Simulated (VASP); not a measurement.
# K (Im-3m) in VASP: notebook

The runs below take K through single point, relaxation of volume and atoms at fixed shape, with r2SCAN.

Everything below comes from runs of VASP 6.6.1. Logs are shortened: lines on timing, memory, paths and dates and some standing lists are left out, and cuts for length are marked.

**1. The cell of the first run**

Symmetry: Im-3m, No. 229, cubic system. Conventional cell: a = 5.351 Å, b = 5.351 Å, c = 5.351 Å, α = 90.00°, β = 90.00°, γ = 90.00°.

**2. Single point, r2SCAN**

The input, POSCAR:

```
K
1.0
   -2.6753011566      2.6753011566      2.6753011566
    2.6753011566     -2.6753011566      2.6753011566
    2.6753011566      2.6753011566     -2.6753011566
K
1
Direct
    0.0000000000      0.0000000000      0.0000000000
```

The input, INCAR.step1:

```
PREC = Accurate
ENCUT = 520
ISMEAR = -1
SIGMA = 0.05
LREAL = F
LASPH = T
NELM = 100
NBANDS = 10
GGA = PE
ALGO = Normal
EDIFF = 1E-4
LWAVE = T
LCHARG = F
```

The input, INCAR.step2:

```
PREC = Accurate
ENCUT = 520
EDIFF = 1E-7
ISMEAR = -1
SIGMA = 0.05
LREAL = F
LASPH = T
NELM = 100
ALGO = Normal
ISIF = 2
LWAVE = F
LCHARG = F
METAGGA = R2SCAN
LMIXTAU = T
NBANDS = 10
ISTART = 1
```

The input, KPOINTS:

```
regular mesh
0
Gamma
  6 6 6
```

Potentials or basis: VASP PAW PBE potentials, release 64 (K_sv).

The run is started by

```console
$ cat potpaw_PBE.64/K_sv/POTCAR > POTCAR
$ cp INCAR.step1 INCAR
$ mpirun -np 1 vasp_std > vasp.out
$ cp INCAR.step2 INCAR
$ mpirun -np 1 vasp_std > vasp.out
```

OUTCAR:

```text
PREC = Accurate
   ENCUT = 520
   EDIFF = 1E-7
   ISMEAR = -1
   LREAL = F
   LASPH = T
   NELM = 100
   ISIF = 2
   METAGGA = R2SCAN
   ISTART = 1

 ion  position               nearest neighbor table
   1  0.000  0.000  0.000-

  LATTYP: Found a body centered cubic cell.
 ALAT       =     5.3506023132

  Lattice vectors:

 A1 = (  -2.6753011566,   2.6753011566,   2.6753011566)
 A2 = (   2.6753011566,  -2.6753011566,   2.6753011566)
 A3 = (   2.6753011566,   2.6753011566,  -2.6753011566)

Analysis of symmetry for initial positions (statically):
=====================================================================
 Subroutine PRICEL returns:
 Original cell was already a primitive cell.

 Routine SETGRP: Setting up the symmetry group for a
 body centered cubic supercell.

 Subroutine GETGRP returns: Found 48 space group operations
 (whereof 48 operations were pure point group operations)
 out of a pool of 48 trial point group operations.

The static configuration has the point symmetry O_h .

Analysis of symmetry for dynamics (positions and initial velocities):
=====================================================================
 Subroutine PRICEL returns:
 Original cell was already a primitive cell.

 Routine SETGRP: Setting up the symmetry group for a
 body centered cubic supercell.

 Subroutine GETGRP returns: Found 48 space group operations
 (whereof 48 operations were pure point group operations)
 out of a pool of 48 trial point group operations.

The dynamic configuration has the point symmetry O_h .

 Subroutine INISYM returns: Found 48 space group operations
 (whereof 48 operations are pure point group operations),
 and found     1 'primitive' translations

----------------------------------------------------------------------------------------

                                     Primitive cell

  volume of cell :      76.5910

  direct lattice vectors                    reciprocal lattice vectors
    -2.675301157  2.675301157  2.675301157     0.000000000  0.186894847  0.186894847
     2.675301157 -2.675301157  2.675301157     0.186894847  0.000000000  0.186894847
     2.675301157  2.675301157 -2.675301157     0.186894847  0.186894847  0.000000000

  length of vectors
     4.633757529  4.633757529  4.633757529     0.264309227  0.264309227  0.264309227

  position of ions in fractional coordinates (direct lattice)
     0.000000000  0.000000000  0.000000000

  ion indices of the primitive-cell ions
   primitive index   ion index
                 1           1

----------------------------------------------------------------------------------------

 KPOINTS: regular mesh

Automatic generation of k-mesh.
 Grid dimensions read from file:
 generate k-points for:    6    6    6

 Generating k-lattice:

  Cartesian coordinates                     Fractional coordinates (reciprocal lattice)
     0.000000000  0.031149141  0.031149141     0.166666667  0.000000000  0.000000000
     0.031149141  0.000000000  0.031149141     0.000000000  0.166666667  0.000000000
     0.031149141  0.031149141  0.000000000     0.000000000  0.000000000  0.166666667

  Length of vectors
     0.044051538  0.044051538  0.044051538

  Shift w.r.t. Gamma in fractional coordinates (k-lattice)
     0.000000000  0.000000000  0.000000000

 Subroutine IBZKPT returns following result:
 ===========================================

 Found     16 irreducible k-points:

 Following reciprocal coordinates:
            Coordinates               Weight
  0.000000  0.000000  0.000000      1.000000
  0.166667  0.000000  0.000000     12.000000
  0.333333  0.000000  0.000000     12.000000
  0.500000  0.000000  0.000000      6.000000
  0.166667  0.166667  0.000000     24.000000
  0.333333  0.166667 -0.000000     48.000000
[... 8 lines left out ...]
  0.500000  0.500000  0.333333     12.000000
  0.500000  0.500000  0.500000      1.000000
   k-points           NKPTS =     16   k-points in BZ     NKDIM =     16   number of bands    NBANDS=     10
   number of dos      NEDOS =    301   number of ions     NIONS =      1
   total plane-waves  NPLWV =  46656
   dimension x,y,z NGX =    36 NGY =   36 NGZ =   36
   dimension x,y,z NGXF=    72 NGYF=   72 NGZF=   72
   ions per type =               1
   NGX,Y,Z   is equivalent  to a cutoff of  12.92, 12.92, 12.92 a.u.
   NGXF,Y,Z  is equivalent  to a cutoff of  25.83, 25.83, 25.83 a.u.
 SYSTEM =  unknown system
   PREC   = accura    normal or accurate (medium, high low for compatibility)
   ISTART =      1    job   : 0-new  1-cont  2-samecut
   ICHARG =      0    charge: 1-file 2-atom 10-const
   ISPIN  =      1    spin polarized calculation?
   LNONCOLLINEAR =      F non collinear calculations
   LSORBIT =      F    spin-orbit coupling
   LASPH  =      T    aspherical Exc in radial PAW
   ENCUT  =  520.0 eV  38.22 Ry    6.18 a.u.   8.62  8.62  8.62*2*pi/ulx,y,z
   NELM   =    100;   NELMIN=  2; NELMDL=  0     # of ELM steps
   EDIFF  = 0.1E-06   stopping-criterion for ELM
   LREAL  =      F    real-space projection
   EDIFFG = 0.1E-05   stopping-criterion for IOM
   NSW    =      0    number of steps for IOM
   IBRION =     -1    ionic relax: 0-MD 1-quasi-New 2-CG
   NFREE  =      0    steps in history (QN), initial steepest desc. (CG)
   ISIF   =      2    stress and relaxation
   ISYM   =      2    0-nonsym 1-usesym 2-fastsym
   POTIM  = 0.5000    time-step for ionic-motion
   TEBEG  =    0.0;   TEEND  =   0.0 temperature during run
   PSTRESS=    0.0 pullay stress
   NELECT =       9.0000    total number of electrons
   NUPDOWN=      -1.0000    fix difference up-down
   EMIN   =  10.00;   EMAX   =-10.00  energy-range for DOS
   EFERMI =   0.00;   METHOD = LEGACY
   ISMEAR =    -1;   SIGMA  =   0.05  broadening in eV -4-tet -1-fermi 0-gaus
   EFERMI_NEDOS =   21; number of points for ismear=-14 and -15
   IALGO  =     38    algorithm
   IMIX   =      4    mixing-type and parameters
     AMIX     =   0.40;   BMIX     =  1.00
     AMIX_MAG =   1.60;   BMIX_MAG =  1.00
  volume/ion in A,a.u.               =      76.59       516.86
  Fermi-wavevector in a.u.,A,eV,Ry     =   0.801856  1.515288  8.748177  0.642973
  Thomas-Fermi vector in A             =   1.909423
   LORBIT       =      0    0 simple, 1 ext, 2 COOP (PROOUT), +10 PAW based schemes
   METAGGA = R2SCAN    functional components
   LHFCALC =     F    Hartree Fock is set to
   AEXX    =    0.0000 exact exchange contribution
   IVDW    =     0    specifies the selected vdW correction
   LEPSILON=     F    determine dielectric tensor
   LRPA    =     F    only Hartree local field effects (RPA)
 non-spin polarized calculation
  energy-cutoff  :      520.00
  volume of cell :       76.59
 maximum number of plane-waves:      2093
 NGX is ok and might be reduce to    36
   NGX = 17   NGY = 17   NGZ = 17

 number of electron       9.0000000 magnetization

 Free energy of the ion-electron system (eV)
  ---------------------------------------------------
  ext. energy  EPLUGINS =         0.00000000
  ---------------------------------------------------
  free energy    TOTEN  =        -5.99931195 eV

  energy without entropy =       -5.98391850  energy(sigma->0) =       -5.99161522

 E-fermi :  -0.1325     XC(G=0):  -5.8048

 val. band max:       -0.4140747411   @ k =   0.1667   0.1667   0.1667
 cond. band min:      -0.1199203098   @ k =   0.3333   0.1667  -0.0000
 fundamental gap:      0.2941544314
 Fermi energy:        -0.1324680013

 k-point     1 :       0.0000    0.0000    0.0000
  band No.  band energies     occupation
      1     -33.8329      2.00000
      2     -16.5069      2.00000
      3     -16.5069      2.00000
      4     -16.5069      2.00000
      5      -2.3970      2.00000
      6       4.5611      0.00000
      7       4.5612      0.00000
      8       4.5612      0.00000
      9       5.4997      0.00000
     10       5.4997      0.00000

 k-point     2 :       0.1667    0.0000    0.0000
  band No.  band energies     occupation
      1     -33.8320      2.00000
      2     -16.5220      2.00000
      3     -16.5118      2.00000
      4     -16.5068      2.00000
      5      -2.0439      2.00000
      6       3.8310      0.00000
      7       4.1391      0.00000
      8       4.8354      0.00000
      9       5.2386      0.00000
     10       5.4151      0.00000

 k-point     3 :       0.3333    0.0000    0.0000
  band No.  band energies     occupation
      1     -33.8303      2.00000
      2     -16.5521      2.00000
      3     -16.5219      2.00000
      4     -16.5068      2.00000
      5      -1.0413      2.00000
      6       2.1562      0.00000
      7       3.5516      0.00000
      8       5.3481      0.00000
      9       5.5084      0.00000
     10       5.6303      0.00000

 k-point     4 :       0.5000    0.0000    0.0000
  band No.  band energies     occupation
      1     -33.8294      2.00000
      2     -16.5669      2.00000
      3     -16.5268      2.00000
      4     -16.5068      2.00000
      5       0.4203      0.00003
      6       0.4686      0.00001
      7       3.3227      0.00000
      8       5.1969      0.00000
      9       6.0535      0.00000
     10       6.1057      0.00000

 k-point     5 :       0.1667    0.1667    0.0000
  band No.  band energies     occupation
      1     -33.8307      2.00000
      2     -16.5424      2.00000
      3     -16.5181      2.00000
      4     -16.5103      2.00000
      5      -1.3654      2.00000
      6       2.9037      0.00000
      7       3.3548      0.00000
      8       5.1044      0.00000
      9       5.2012      0.00000
     10       5.8432      0.00000

 k-point     6 :       0.3333    0.1667   -0.0000
  band No.  band energies     occupation
      1     -33.8294      2.00000
      2     -16.5592      2.00000
      3     -16.5298      2.00000
      4     -16.5115      2.00000
      5      -0.1199      0.87518
      6       1.4466      0.00000
      7       2.8113      0.00000
      8       4.9551      0.00000
      9       5.6183      0.00000
     10       6.0644      0.00000

 k-point     7 :       0.3333    0.3333    0.0000
  band No.  band energies     occupation
      1     -33.8289      2.00000
      2     -16.5481      2.00000
      3     -16.5481      2.00000
      4     -16.5143      2.00000
      5       1.0653      0.00000
      6       1.0654      0.00000
      7       1.6904      0.00000
      8       4.8653      0.00000
      9       5.6579      0.00000
     10       5.6579      0.00000

 k-point     8 :       0.1667    0.1667    0.1667
  band No.  band energies     occupation
      1     -33.8297      2.00000
      2     -16.5541      2.00000
      3     -16.5202      2.00000
      4     -16.5202      2.00000
      5      -0.4141      1.99286
      6       2.2789      0.00000
      7       2.2789      0.00000
      8       4.6113      0.00000
      9       5.9008      0.00000
     10       5.9008      0.00000

 k-point     9 :       0.3333    0.1667    0.1667
  band No.  band energies     occupation
      1     -33.8292      2.00000
      2     -16.5513      2.00000
      3     -16.5337      2.00000
      4     -16.5212      2.00000
      5       0.8689      0.00000
      6       1.0376      0.00000
      7       2.0715      0.00000
      8       3.9653      0.00000
      9       6.0136      0.00000
     10       6.1191      0.00000

 k-point    10 :      -0.1667    0.1667    0.1667
  band No.  band energies     occupation
      1     -33.8312      2.00000
      2     -16.5249      2.00000
      3     -16.5171      2.00000
      4     -16.5171      2.00000
      5      -1.7003      2.00000
      6       3.8747      0.00000
      7       3.9594      0.00000
      8       3.9595      0.00000
      9       4.9748      0.00000
     10       5.9857      0.00000

 k-point    11 :      -0.3333    0.3333    0.1667
  band No.  band energies     occupation
      1     -33.8295      2.00000
      2     -16.5493      2.00000
      3     -16.5274      2.00000
      4     -16.5183      2.00000
      5      -0.7263      1.99999
      6       2.3126      0.00000
      7       3.5559      0.00000
      8       4.0509      0.00000
      9       5.5987      0.00000
     10       5.6636      0.00000

 k-point    12 :       0.5000    0.5000    0.1667
  band No.  band energies     occupation
      1     -33.8287      2.00000
      2     -16.5626      2.00000
      3     -16.5326      2.00000
      4     -16.5177      2.00000
      5       0.6553      0.00000
      6       0.7588      0.00000
      7       3.3753      0.00000
      8       3.9114      0.00000
      9       5.5619      0.00000
     10       6.7333      0.00000

 k-point    13 :      -0.3333    0.5000    0.1667
  band No.  band energies     occupation
      1     -33.8283      2.00000
      2     -16.5551      2.00000
      3     -16.5417      2.00000
      4     -16.5222      2.00000
      5       0.4247      0.00003
      6       1.6400      0.00000
      7       2.5038      0.00000
      8       4.4320      0.00000
      9       4.9866      0.00000
     10       6.0854      0.00000

 k-point    14 :      -0.3333    0.3333    0.3333
  band No.  band energies     occupation
      1     -33.8280      2.00000
      2     -16.5463      2.00000
      3     -16.5385      2.00000
      4     -16.5385      2.00000
      5       0.1435      0.00799
      6       2.2297      0.00000
      7       3.5123      0.00000
      8       3.5123      0.00000
      9       4.2975      0.00000
     10       5.9923      0.00000

 k-point    15 :       0.5000    0.5000    0.3333
  band No.  band energies     occupation
      1     -33.8273      2.00000
      2     -16.5540      2.00000
      3     -16.5440      2.00000
      4     -16.5392      2.00000
      5       1.1820      0.00000
      6       1.4695      0.00000
      7       3.1555      0.00000
      8       3.4697      0.00000
      9       4.3277      0.00000
     10       6.5644      0.00000

 k-point    16 :       0.5000    0.5000    0.5000
  band No.  band energies     occupation
      1     -33.8266      2.00000
      2     -16.5497      2.00000
      3     -16.5497      2.00000
      4     -16.5497      2.00000
      5       1.6494      0.00000
      6       1.6494      0.00000
      7       3.5103      0.00000
      8       3.5105      0.00000
      9       3.5105      0.00000
     10       6.0743      0.00000

------------------------ aborting loop because EDIFF is reached ----------------------------------------

  FORCE on cell =-STRESS in cart. coord.  units (eV):
  Direction    XX          YY          ZZ          XY          YZ          ZX
  --------------------------------------------------------------------------------------
  -------------------------------------------------------------------------------------
  Total       -0.0021410     -0.0021410     -0.0021410      0.0000000      0.0000000     -0.0000000
  in kB       -0.0447873     -0.0447873     -0.0447873      0.0000000      0.0000000     -0.0000000
  external PRESSURE =      -0.0447873 kB  Pullay stress =       0.0000000 kB

 VOLUME and BASIS-vectors are now :
 -----------------------------------------------------------------------------
  energy-cutoff  :      520.00
  volume of cell :       76.59
      direct lattice vectors                 reciprocal lattice vectors
    -2.675301157  2.675301157  2.675301157     0.000000000  0.186894847  0.186894847
     2.675301157 -2.675301157  2.675301157     0.186894847  0.000000000  0.186894847
     2.675301157  2.675301157 -2.675301157     0.186894847  0.186894847  0.000000000

 POSITION                                       TOTAL-FORCE (eV/Angst)
 -----------------------------------------------------------------------------------
      0.00000      0.00000      0.00000         0.000000     -0.000000      0.000000
 -----------------------------------------------------------------------------------
    total drift:                               -0.000000     -0.000000      0.000000

  FREE ENERGIE OF THE ION-ELECTRON SYSTEM (eV)
  ---------------------------------------------------
  free  energy   TOTEN  =        -5.9993119475 eV

  energy  without entropy=       -5.9839184994  energy(sigma->0) =       -5.99161522
```

Run time: 1.8 min. Hardware: 1 thread of Oxide Virtual Turin-like, shared host; peak memory 0.17 GiB.

What came out:

* Free energy: -5.9993 eV
* Pressure: 0.0 GPa
* Band gap on the k mesh: zero (an odd number of electrons rules out a gap without spin polarisation)

Caveat: the PAW data sets were made with another functional, which shifts forces and pressure a little.

**3. Relaxation of volume and atoms at fixed shape, r2SCAN**

This run uses another cell than the first one, of 71.32 Å³/atom.

The input, POSCAR:

```
K
1.0
   -2.6125000000      2.6125000000      2.6125000000
    2.6125000000     -2.6125000000      2.6125000000
    2.6125000000      2.6125000000     -2.6125000000
K
1
Direct
    0.0000000000      0.0000000000      0.0000000000
```

The input, INCAR.step1:

```
PREC     = Accurate       # precision mode
ENCUT    = 600            # plane-wave cutoff, eV
ISMEAR   = -1             # smearing method
SIGMA    = 0.05           # smearing width, eV
LREAL    = False          # projectors in reciprocal space
LASPH    = True           # aspherical terms in the spheres
NELM     = 100            # most SCF steps
GGA      = PE             # functional
ALGO     = Normal         # electronic algorithm
EDIFF    = 1E-4           # SCF threshold, eV
LWAVE    = True           # write WAVECAR
LCHARG   = False          # write CHGCAR
```

The input, INCAR.step2:

```
PREC     = Accurate       # precision mode
ENCUT    = 600            # plane-wave cutoff, eV
EDIFF    = 1E-6           # SCF threshold, eV
ISMEAR   = -1             # smearing method
SIGMA    = 0.05           # smearing width, eV
LREAL    = False          # projectors in reciprocal space
LASPH    = True           # aspherical terms in the spheres
NELM     = 100            # most SCF steps
ALGO     = Normal         # electronic algorithm
ISIF     = 8              # what is computed and relaxed
LWAVE    = False          # write WAVECAR
LCHARG   = False          # write CHGCAR
METAGGA  = R2SCAN         # meta-GGA
LMIXTAU  = True         
IBRION   = 2              # ionic algorithm
NSW      = 80             # ionic steps
EDIFFG   = -0.01          # ionic threshold
ISTART   = 1
```

The input, KPOINTS:

```
Automatic mesh
0
Gamma
  6 6 6
```

Potentials or basis: VASP PAW PBE potentials, release 64 (K_sv).

The run is started by

```console
$ cat potpaw_PBE.64/K_sv/POTCAR > POTCAR
$ cp INCAR.step1 INCAR
$ mpirun -np 1 vasp_std > vasp.out
$ cp INCAR.step2 INCAR
$ mpirun -np 1 vasp_std > vasp.out
```

Run time: 7.9 min. Hardware: 1 thread of Oxide Virtual Turin-like, shared host; peak memory 0.18 GiB.

It converged, with:

| Property | Result |
| --- | --- |
| Free energy | -6.0001 eV |
| Relaxed volume | 77.02 Å³/atom |
| Relaxed cell | a = 4.642 Å, b = 4.642 Å, c = 4.642 Å, α = 109.47°, β = 109.47°, γ = 109.47° |
| Space group after relaxing (to 0.1 Å) | Im-3m (No. 229) |
| Energy gained by relaxing | 5.0 meV/atom |
| Ionic steps | 5 |
| Pressure after relaxing | 0.0 GPa |
| Band gap on the k mesh | zero (an odd number of electrons rules out a gap without spin polarisation) |

Step by step:
| step | energy change (eV) | largest force (eV/Å) | pressure (GPa) | volume (Å³) |
| --- | --- | --- | --- | --- |
| 1 | 0.0000 | 0.0000 | 0.30 | 71.32 |
| 2 | -0.0023 | 0.0000 | 0.21 | 72.72 |
| 3 | -0.0042 | 0.0000 | 0.12 | 74.60 |
| 4 | -0.0047 | 0.0000 | -0.07 | 78.45 |
| 5 | -0.0050 | 0.0000 | 0.00 | 77.02 |

Final structure:
```xyz
1
Lattice="-2.6803 2.6803 2.6803 2.6803 -2.6803 2.6803 2.6803 2.6803 -2.6803" Properties=species:S:1:pos:R:3 pbc="T T T"
K     0.0000    0.0000    0.0000
```

Levels at points of the mesh, in eV from the Fermi level:
| k point | band 2 | band 3 | band 4 | band 5 | band 6 | band 7 |
| --- | --- | --- | --- | --- | --- | --- |
| (0.00, 0.00, 0.00) | -16.38 | -16.38 | -16.38 | -2.26 | 4.69 | 4.69 |
| (0.50, 0.00, 0.00) | -16.44 | -16.40 | -16.38 | 0.56 | 0.60 | 3.46 |
| (0.50, 0.50, 0.50) | -16.42 | -16.42 | -16.42 | 1.79 | 1.79 | 3.64 |

Caveat: the PAW data sets were made with another functional, which shifts forces and pressure a little.

The gap in the log of VASP goes by the Fermi energy; the results here count the filled bands.